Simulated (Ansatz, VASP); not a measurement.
# One calculation of K, two programs

```
K
1.0
    -2.52419    2.52419    2.52419
     2.52419   -2.52419    2.52419
     2.52419    2.52419   -2.52419
K
1
Direct
  0.00000 0.00000 0.00000
```

Alike in both runs: task single point; functional LDA; k mesh 4 × 4 × 4; occupations fermi-dirac, width 0.1 eV; no spin polarisation.

|  | VASP | Ansatz |
| --- | --- | --- |
| version | VASP 6.6.1 | Ansatz 0.2.0 |
| potentials or method | VASP PAW LDA potentials, release 64 (K_sv), cutoff 520 eV | plane waves (420 eV) with PAW, scalar-relativistic |
| valence electrons in the cell | 9 | 9 |

```csv
,VASP,Ansatz,Ansatz less VASP
pressure (GPa),0.1,0.1,+0.01
```

Ansatz warns that its potentials were made for another functional, while VASP's fit it. LDA's correlation is that of Perdew and Zunger in VASP and of Perdew and Wang (1992) in Ansatz.

The k mesh is coarse, so the values compare programs but aren't converged.
